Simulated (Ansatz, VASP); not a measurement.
BN: VASP beside Ansatz

```
B N
1.0
     2.51000    0.00000    0.00000
    -1.25500    2.17372    0.00000
     0.00000    0.00000    6.69000
B N
2 2
Direct
  0.00000 0.00000 0.50000
  0.33333 0.66667 0.00000
  0.08887 0.06506 0.00000
  0.75554 0.39839 0.50000
```

Change from the starting cell: all N atoms moved +0.200 Å, as atom 3 along Cartesian [1 1 0].

Alike in both runs: task single point; functional PBE; dispersion D3(BJ); k mesh 12 × 12 × 4; occupations gaussian, width 0.05 eV; no spin polarisation.

|  | VASP | Ansatz |
| --- | --- | --- |
| version | VASP 6.6.1 | Ansatz 0.2.0 |
| potentials or method | VASP PAW PBE potentials, release 64 (B, N), cutoff 520 eV | scalar-relativistic, plane waves, PAW |
| valence electrons in the cell | 16 | 16 |

|  | VASP | Ansatz | Ansatz less VASP |
| --- | --- | --- | --- |
| gap on the k mesh at the Fermi level (eV) | 2.63 | 2.63 | +0.006 |
| least direct gap on the mesh (eV) | 3.90 | 3.91 | +0.007 |
| pressure (GPa) | 11.5 | 11.6 | +0.13 |
| traceless stress, the component that is largest in VASP (GPa) | 23.23 | 23.23 | 0.000 |
| rms of the force components (eV/Å) | 3.849 | 3.858 | +0.0098 |

Atom by atom the forces differ by 0.010 eV/Å (rms over components).
